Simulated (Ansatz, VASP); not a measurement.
# Co2W: VASP beside Ansatz

```xyz
6
Lattice="4.5602 0.0000 0.0000 -2.2801 3.9493 0.0000 0.0000 0.0000 4.1247" Properties=species:S:1:pos:R:3 pbc="T T T"
Co    0.0000    0.0000    0.0000
Co   -0.7509    1.3006    2.0624
Co    1.5292    2.6487    2.0624
Co    1.5018    0.0000    2.0624
W     2.2801    1.3164    0.0000
W     0.0000    2.6329    0.0000
```

Alike in both runs: functional PBE; k mesh 12 × 12 × 10; occupations gaussian, width 0.1 eV; no spin polarisation.

Ansatz relaxed the structure, and its values are those at the end. VASP's run is a single point on that final structure, the one shown.

|  | VASP | Ansatz |
| --- | --- | --- |
| version | VASP 6.6.1 | Ansatz 0.2.0 |
| potentials or method | VASP PAW PBE potentials, release 64 (Co, W_sv), cutoff 520 eV | scalar-relativistic, plane waves, PAW |
| valence electrons in the cell | 64 | 96 |

|  | VASP | Ansatz | Ansatz less VASP |
| --- | --- | --- | --- |
| gap on the k mesh at the Fermi level (eV) | none | none | - |
| pressure (GPa) | 0.0 | 0.0 | 0.00 |

A gap of «none» marks a metal or a gap that the smearing closes. VASP's potentials hold 64 valence electrons a cell and Ansatz's 96, so a difference there can come from the potentials and not from the codes.

Spin-orbit coupling is off throughout.
